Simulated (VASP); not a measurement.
# B (R-3m) in VASP: single point with r2SCAN

Aim: the single point of B with r2SCAN.

Program: VASP 6.6.1. These are calculated values, not measurements. Logs are shortened: lines on timing, memory, paths and dates and some standing lists are left out, and cuts for length are marked.

**1. The cell of the first run**

The structure is trigonal, space group R-3m (No. 166). The conventional cell has a = 4.899 Å, b = 4.899 Å, c = 12.514 Å, α = 90.00°, β = 90.00°, γ = 120.00°. B (site symmetry m) has 6 B at 1.67 to 1.80 Å within 2.2 Å. Within 2.4 Å of B (site symmetry m) lie 7 B at 1.77 to 2.01 Å.

**2. Single point, r2SCAN**

Input file POSCAR:

```
B
1.0
    2.4494076568      1.4141661700      4.1711797249
   -2.4494076568      1.4141661700      4.1711797249
    0.0000000000     -2.8283323400      4.1711797249
B
12
Direct
    0.0098627989      0.6544334215      0.0098627989
    0.0098627989      0.0098627989      0.6544334215
    0.6544334215      0.0098627989      0.0098627989
    0.9901372011      0.3455665785      0.9901372011
    0.3455665785      0.9901372011      0.9901372011
    0.9901372011      0.9901372011      0.3455665785
    0.2204993257      0.6317587574      0.2204993257
    0.2204993257      0.2204993257      0.6317587574
    0.6317587574      0.2204993257      0.2204993257
    0.7795006743      0.3682412426      0.7795006743
    0.3682412426      0.7795006743      0.7795006743
    0.7795006743      0.7795006743      0.3682412426
```

Input file INCAR.step1:

```
SYSTEM = B
PREC = Accurate
ENCUT = 520
ISMEAR = 0
SIGMA = 0.02
LREAL = .False.
LASPH = .True.
NELM = 100
NBANDS = 30
GGA = PE
ALGO = Normal
EDIFF = 1E-4
LWAVE = .True.
LCHARG = .False.
```

Input file INCAR.step2:

```
SYSTEM = B
PREC = Accurate
ENCUT = 520
EDIFF = 1E-7
ISMEAR = 0
SIGMA = 0.02
LREAL = .False.
LASPH = .True.
NELM = 100
ALGO = Normal
ISIF = 2
LWAVE = .False.
LCHARG = .True.
METAGGA = R2SCAN
LMIXTAU = .True.
LELF = .True.
LVHAR = .True.
NBANDS = 30
ISTART = 1
```

Input file KPOINTS:

```
Automatic mesh
0
Gamma
  9 9 9
  0 0 0
```

Potentials or basis: VASP PAW PBE potentials, release 64 (B).

Started as:

```
$ cat potpaw_PBE.64/B/POTCAR > POTCAR
$ cp INCAR.step1 INCAR
$ mpirun -np 1 vasp_std > vasp.out
$ cp INCAR.step2 INCAR
$ mpirun -np 1 vasp_std > vasp.out
```

OUTCAR:

```text
SYSTEM = B
   PREC = Accurate
   ENCUT = 520
   EDIFF = 1E-7
   ISMEAR = 0
   LREAL = .False.
   LASPH = .True.
   NELM = 100
   ISIF = 2
   METAGGA = R2SCAN
   ISTART = 1

 ion  position               nearest neighbor table
   1  0.010  0.654  0.010-   4 1.67   2 1.74   3 1.74   7 1.79  11 1.80  12 1.80
   2  0.010  0.010  0.654-   6 1.67   3 1.74   1 1.74   8 1.79  10 1.80  11 1.80
   3  0.654  0.010  0.010-   5 1.67   2 1.74   1 1.74   9 1.79  10 1.80  12 1.80
   4  0.990  0.346  0.990-   1 1.67   6 1.74   5 1.74  10 1.79   9 1.80   8 1.80
   5  0.346  0.990  0.990-   3 1.67   6 1.74   4 1.74  11 1.79   7 1.80   8 1.80
   6  0.990  0.990  0.346-   2 1.67   4 1.74   5 1.74  12 1.79   9 1.80   7 1.80
   7  0.220  0.632  0.220-  11 1.77  12 1.77   1 1.79   5 1.80   6 1.80   8 2.01   9 2.01
   8  0.220  0.220  0.632-  10 1.77  11 1.77   2 1.79   4 1.80   5 1.80   7 2.01   9 2.01
   9  0.632  0.220  0.220-  10 1.77  12 1.77   3 1.79   4 1.80   6 1.80   8 2.01   7 2.01
  10  0.780  0.368  0.780-   9 1.77   8 1.77   4 1.79   3 1.80   2 1.80  12 2.01  11 2.01
  11  0.368  0.780  0.780-   7 1.77   8 1.77   5 1.79   1 1.80   2 1.80  12 2.01  10 2.01
  12  0.780  0.780  0.368-   7 1.77   9 1.77   6 1.79   3 1.80   1 1.80  10 2.01  11 2.01

  LATTYP: Found a trigonal (rhomboedric) cell.
 ALAT       =     5.0396630962
 COS(alpha) =     0.5275573155

  Lattice vectors:

 A1 = (   2.4494076568,   1.4141661700,   4.1711797249)
 A2 = (  -2.4494076568,   1.4141661700,   4.1711797249)
 A3 = (   0.0000000000,  -2.8283323400,   4.1711797249)

Analysis of symmetry for initial positions (statically):
=====================================================================
 Subroutine PRICEL returns:
 Original cell was already a primitive cell.

 Routine SETGRP: Setting up the symmetry group for a
 trigonal (rhombohedral) supercell.

 Subroutine GETGRP returns: Found 12 space group operations
 (whereof 12 operations were pure point group operations)
 out of a pool of 12 trial point group operations.

The static configuration has the point symmetry D_3d.

Analysis of symmetry for dynamics (positions and initial velocities):
=====================================================================
 Subroutine PRICEL returns:
 Original cell was already a primitive cell.

 Routine SETGRP: Setting up the symmetry group for a
 trigonal (rhombohedral) supercell.

 Subroutine GETGRP returns: Found 12 space group operations
 (whereof 12 operations were pure point group operations)
 out of a pool of 12 trial point group operations.

The dynamic configuration has the point symmetry D_3d.

 Subroutine INISYM returns: Found 12 space group operations
 (whereof 12 operations are pure point group operations),
 and found     1 'primitive' translations

----------------------------------------------------------------------------------------

                                     Primitive cell

  volume of cell :      86.6905

  direct lattice vectors                    reciprocal lattice vectors
     2.449407657  1.414166170  4.171179725     0.204130986  0.117855080  0.079913443
    -2.449407657  1.414166170  4.171179725    -0.204130986  0.117855080  0.079913443
     0.000000000 -2.828332340  4.171179725     0.000000000 -0.235710159  0.079913443

  length of vectors
     5.039663096  5.039663096  5.039663096     0.248888404  0.248888404  0.248888404

  position of ions in fractional coordinates (direct lattice)
     0.009862799  0.654433422  0.009862799
     0.009862799  0.009862799  0.654433422
     0.654433422  0.009862799  0.009862799
     0.990137201  0.345566578  0.990137201
     0.345566578  0.990137201  0.990137201
     0.990137201  0.990137201  0.345566578
     0.220499326  0.631758757  0.220499326
     0.220499326  0.220499326  0.631758757
     0.631758757  0.220499326  0.220499326
     0.779500674  0.368241243  0.779500674
     0.368241243  0.779500674  0.779500674
     0.779500674  0.779500674  0.368241243

  ion indices of the primitive-cell ions
   primitive index   ion index
                 1           1
                 2           2
                 3           3
                 4           4
                 5           5
                 6           6
                 7           7
                 8           8
                 9           9
                10          10
                11          11
                12          12

----------------------------------------------------------------------------------------

 KPOINTS: Automatic mesh

Automatic generation of k-mesh.
 Grid dimensions read from file:
 generate k-points for:    9    9    9

 Generating k-lattice:

  Cartesian coordinates                     Fractional coordinates (reciprocal lattice)
     0.022681221  0.013095009  0.008879271     0.111111111 -0.000000000  0.000000000
    -0.022681221  0.013095009  0.008879271    -0.000000000  0.111111111  0.000000000
     0.000000000 -0.026190018  0.008879271     0.000000000  0.000000000  0.111111111

  Length of vectors
     0.027654267  0.027654267  0.027654267

  Shift w.r.t. Gamma in fractional coordinates (k-lattice)
     0.000000000  0.000000000  0.000000000

 Subroutine IBZKPT returns following result:
 ===========================================

 Found     85 irreducible k-points:

 Following reciprocal coordinates:
            Coordinates               Weight
  0.000000  0.000000  0.000000      1.000000
  0.111111  0.000000  0.000000      6.000000
  0.222222  0.000000  0.000000      6.000000
  0.333333 -0.000000  0.000000      6.000000
  0.444444  0.000000  0.000000      6.000000
  0.111111  0.111111  0.000000      6.000000
[... 16 lines left out ...]
 -0.333333  0.333333  0.000000      6.000000
  0.444444  0.444444  0.000000      6.000000
 [... further k-points ...]
   k-points           NKPTS =     85   k-points in BZ     NKDIM =     85   number of bands    NBANDS=     30
   number of dos      NEDOS =    301   number of ions     NIONS =     12
   total plane-waves  NPLWV =  64000
   dimension x,y,z NGX =    40 NGY =   40 NGZ =   40
   dimension x,y,z NGXF=    80 NGYF=   80 NGZF=   80
   ions per type =              12
   NGX,Y,Z   is equivalent  to a cutoff of  13.20, 13.20, 13.20 a.u.
   NGXF,Y,Z  is equivalent  to a cutoff of  26.39, 26.39, 26.39 a.u.
 SYSTEM =  B
   PREC   = accura    normal or accurate (medium, high low for compatibility)
   ISTART =      1    job   : 0-new  1-cont  2-samecut
   ICHARG =      0    charge: 1-file 2-atom 10-const
   ISPIN  =      1    spin polarized calculation?
   LNONCOLLINEAR =      F non collinear calculations
   LSORBIT =      F    spin-orbit coupling
   LASPH  =      T    aspherical Exc in radial PAW
   ENCUT  =  520.0 eV  38.22 Ry    6.18 a.u.   9.37  9.37  9.37*2*pi/ulx,y,z
   NELM   =    100;   NELMIN=  2; NELMDL=  0     # of ELM steps
   EDIFF  = 0.1E-06   stopping-criterion for ELM
   LREAL  =      F    real-space projection
   EDIFFG = 0.1E-05   stopping-criterion for IOM
   NSW    =      0    number of steps for IOM
   IBRION =     -1    ionic relax: 0-MD 1-quasi-New 2-CG
   NFREE  =      0    steps in history (QN), initial steepest desc. (CG)
   ISIF   =      2    stress and relaxation
   ISYM   =      2    0-nonsym 1-usesym 2-fastsym
   POTIM  = 0.5000    time-step for ionic-motion
   TEBEG  =    0.0;   TEEND  =   0.0 temperature during run
   PSTRESS=    0.0 pullay stress
   NELECT =      36.0000    total number of electrons
   NUPDOWN=      -1.0000    fix difference up-down
   EMIN   =  10.00;   EMAX   =-10.00  energy-range for DOS
   EFERMI =   0.00;   METHOD = LEGACY
   ISMEAR =     0;   SIGMA  =   0.02  broadening in eV -4-tet -1-fermi 0-gaus
   EFERMI_NEDOS =   21; number of points for ismear=-14 and -15
   IALGO  =     38    algorithm
   IMIX   =      4    mixing-type and parameters
     AMIX     =   0.40;   BMIX     =  1.00
     AMIX_MAG =   1.60;   BMIX_MAG =  1.00
  volume/ion in A,a.u.               =       7.22        48.75
  Fermi-wavevector in a.u.,A,eV,Ry     =   1.221383  2.308079 20.296842  1.491776
  Thomas-Fermi vector in A             =   2.356567
   LORBIT       =      0    0 simple, 1 ext, 2 COOP (PROOUT), +10 PAW based schemes
   METAGGA = R2SCAN    functional components
   LHFCALC =     F    Hartree Fock is set to
   AEXX    =    0.0000 exact exchange contribution
   IVDW    =     0    specifies the selected vdW correction
   LEPSILON=     F    determine dielectric tensor
   LRPA    =     F    only Hartree local field effects (RPA)
 non-spin polarized calculation
 Gauss-broadening in eV      SIGMA  =   0.02
  energy-cutoff  :      520.00
  volume of cell :       86.69
 maximum number of plane-waves:      2365
 NGX is ok and might be reduce to    40
   NGX = 19   NGY = 19   NGZ = 19

 number of electron      36.0000000 magnetization

 Free energy of the ion-electron system (eV)
  ---------------------------------------------------
  ext. energy  EPLUGINS =         0.00000000
  ---------------------------------------------------
  free energy    TOTEN  =       -88.12775733 eV

  energy without entropy =      -88.12775733  energy(sigma->0) =      -88.12775733

 E-fermi :   5.9972     XC(G=0): -12.3059

 val. band max:        5.8920671975   @ k =   0.4444   0.4444   0.4444
 cond. band min:       7.5239951695   @ k =  -0.3333  -0.3333   0.2222
 fundamental gap:      1.6319279720
 Fermi energy:         5.9971738794

 k-point     1 :       0.0000    0.0000    0.0000
  band No.  band energies     occupation
      1     -11.2653      2.00000
      2      -5.2294      2.00000
      3      -4.9700      2.00000
      4      -4.9700      2.00000
      5      -3.6770      2.00000
      6      -3.0619      2.00000
[... 22 lines left out ...]
     29      16.2942      0.00000
     30      16.8437      0.00000

 k-point     2 :       0.1111    0.0000    0.0000
  band No.  band energies     occupation
      1     -11.1913      2.00000
      2      -5.6280      2.00000
      3      -5.2706      2.00000
      4      -5.0953      2.00000
      5      -3.4293      2.00000
      6      -3.0556      2.00000
[... 718 lines left out ...]
 k-point    24 :       0.4444    0.4444    0.0000
  band No.  band energies     occupation
      1     -10.1431      2.00000
      2      -7.9053      2.00000
      3      -6.2619      2.00000
      4      -6.1403      2.00000
      5      -4.7074      2.00000
      6      -3.7056      2.00000
[... 22 lines left out ...]
     29      15.5780      0.00000
     30      15.9637      0.00000

 [... further k-points ...]
[... 5 lines left out ...]
  --------------------------------------------------------------------------------------
  -------------------------------------------------------------------------------------
  Total        0.1312806      0.1312806      0.0997672      0.0000000     -0.0000000      0.0000000
  in kB        2.4262722      2.4262722      1.8438542      0.0000000     -0.0000000      0.0000000
  external PRESSURE =       2.2321328 kB  Pullay stress =       0.0000000 kB

 VOLUME and BASIS-vectors are now :
 -----------------------------------------------------------------------------
  energy-cutoff  :      520.00
  volume of cell :       86.69
      direct lattice vectors                 reciprocal lattice vectors
     2.449407657  1.414166170  4.171179725     0.204130986  0.117855080  0.079913443
    -2.449407657  1.414166170  4.171179725    -0.204130986  0.117855080  0.079913443
     0.000000000 -2.828332340  4.171179725     0.000000000 -0.235710159  0.079913443

 POSITION                                       TOTAL-FORCE (eV/Angst)
 -----------------------------------------------------------------------------------
     -1.57882      0.91153      2.81204         0.013817     -0.007977     -0.013098
      0.00000     -1.82306      2.81204         0.000000      0.015954     -0.013098
      1.57882      0.91153      2.81204        -0.013817     -0.007977     -0.013098
      1.57882     -0.91153      9.70150        -0.013817      0.007977      0.013098
     -1.57882     -0.91153      9.70150         0.013817      0.007977      0.013098
      0.00000      1.82306      9.70150         0.000000     -0.015954      0.013098
     -1.00734      0.58159      4.47466         0.017061     -0.009850      0.007474
      0.00000     -1.16318      4.47466         0.000000      0.019701      0.007474
      1.00734      0.58159      4.47466        -0.017061     -0.009850      0.007474
      1.00734     -0.58159      8.03888        -0.017061      0.009850     -0.007474
     -1.00734     -0.58159      8.03888         0.017061      0.009850     -0.007474
      0.00000      1.16318      8.03888         0.000000     -0.019701     -0.007474
 -----------------------------------------------------------------------------------
    total drift:                               -0.000000      0.000000     -0.000000

  FREE ENERGIE OF THE ION-ELECTRON SYSTEM (eV)
  ---------------------------------------------------
  free  energy   TOTEN  =       -88.1277573302 eV

  energy  without entropy=      -88.1277573302  energy(sigma->0) =      -88.12775733
```

It took 23 min on 1 thread of AMD EPYC 7R13 (Zen 3), shared host; peak memory 0.3 GiB.

Results:

```
Free energy            : -88.1278 eV
Pressure               : 0.2 GPa
Largest force          : 0.021 eV/Å
Band gap on the k mesh : 1.63 eV, indirect (least direct gap 2.04 eV)
```

Forces on the atoms (eV/Å):
```
B    0.014 -0.008 -0.013
B    0.000  0.016 -0.013
B   -0.014 -0.008 -0.013
B   -0.014  0.008  0.013
B    0.014  0.008  0.013
B    0.000 -0.016  0.013
B    0.017 -0.010  0.007
B    0.000  0.020  0.007
B   -0.017 -0.010  0.007
B   -0.017  0.010 -0.007
B    0.017  0.010 -0.007
B    0.000 -0.020 -0.007
```

Levels at points of the mesh, in eV from the valence-band top:
| k point | band 16 | band 17 | band 18 | band 19 | band 20 | band 21 |
| --- | --- | --- | --- | --- | --- | --- |
| (0.00, 0.00, 0.00) | -0.90 | -0.90 | -0.37 | 1.69 | 4.92 | 4.92 |

Caveat: the PAW data sets were made with another functional, which shifts forces and pressure a little. r2SCAN opens gaps a little over a GGA but as a rule still falls short of measured ones.
